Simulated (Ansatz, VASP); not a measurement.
## One calculation of KI, two programs

Contents of POSCAR:

```
KI
1.0
    0.0000000000      3.5442847980      3.5442847980
    3.5442847980      0.0000000000      3.5442847980
    3.5442847980      3.5442847980      0.0000000000
K I
1 1
Direct
    0.0000000000      0.0000000000      0.0000000000
    0.5000000000      0.5000000000      0.5000000000
```

File INCAR.step1:

```
SYSTEM = KI
PREC     = Accurate       ! precision mode
ENCUT    = 520            ! plane-wave cutoff, eV
EDIFF    = 1E-5           ! SCF threshold, eV
ISMEAR   = 0              ! smearing method
SIGMA    = 0.01           ! smearing width, eV
LREAL    = .FALSE.        ! projectors in reciprocal space
LASPH    = .TRUE.         ! aspherical terms in the spheres
NELM     = 80             ! most SCF steps
ALGO     = Normal         ! electronic algorithm
ISIF     = 2              ! what is computed and relaxed
LWAVE    = .TRUE.         ! write WAVECAR
LCHARG   = .FALSE.        ! write CHGCAR
NBANDS   = 15             ! bands
GGA      = PE             ! functional
```

The input INCAR.step2:

```
SYSTEM = KI
PREC     = Accurate       ! precision mode
ENCUT    = 520            ! plane-wave cutoff, eV
EDIFF    = 1E-6           ! SCF threshold, eV
ISMEAR   = 0              ! smearing method
SIGMA    = 0.01           ! smearing width, eV
LREAL    = .FALSE.        ! projectors in reciprocal space
LASPH    = .TRUE.         ! aspherical terms in the spheres
NELM     = 80             ! most SCF steps
ALGO     = Normal         ! electronic algorithm
ISIF     = 2              ! what is computed and relaxed
LWAVE    = .FALSE.        ! write WAVECAR
LCHARG   = .FALSE.        ! write CHGCAR
GGA      = PE             ! functional
LHFCALC  = .TRUE.         ! exact exchange
AEXX     = 0.25           ! exact-exchange fraction
PRECFOCK = Normal       
NBANDS   = 15             ! bands
ISTART   = 1
```

Contents of KPOINTS:

```
regular mesh
0
G
  4 4 4
  0 0 0
```

Input for Ansatz:

```yaml
crystal:
  lattice:
    - [0.0, 3.544284798, 3.544284798]
    - [3.544284798, 0.0, 3.544284798]
    - [3.544284798, 3.544284798, 0.0]
  atoms:
    - { symbol: K, position: [0.0, 0.0, 0.0] }
    - { symbol: I, position: [0.5, 0.5, 0.5] }
kpoints:
  mp_grid: { grid: [4, 4, 4] }
  band_path:
    path:
      - [0.0, 0.0, 0.0]
      - [0.5, 0.0, 0.5]
      - [0.625, 0.25, 0.625]
      - [0.375, 0.375, 0.75]
      - [0.5, 0.5, 0.5]
      - [0.5, 0.25, 0.75]
    npoints: 1
hamiltonian:
  xc: pbe0
scf:
  occupations: { method: fixed }
  n_extra_bands: 4
output:
  forces: true
  stress: true
  eigenvalues: true
```

Alike in both runs: task single point; functional PBE0; k mesh 4 × 4 × 4; no spin polarisation.

```csv
,VASP,Ansatz
version,VASP 6.6.1,Ansatz 0.2.0
potentials or method,"VASP PAW PBE potentials, release 64 (K_sv, I)","plane waves, PAW"
plane-wave cutoff (eV),520,420
occupations,"gaussian, width 0.01 eV",fixed
valence electrons in the cell,16,26
```

```csv
,VASP,Ansatz,Ansatz less VASP
gap on the k mesh at the Fermi level (eV),5.64,5.63,-0.007
pressure (GPa),0.2,0.3,+0.02
```

VASP's potentials hold 16 valence electrons a cell and Ansatz's 26, so a difference there can come from the potentials and not from the codes. Ansatz's warnings: stress exchange threshold loose, stress scf threshold loose.

Spin-orbit coupling is off throughout.
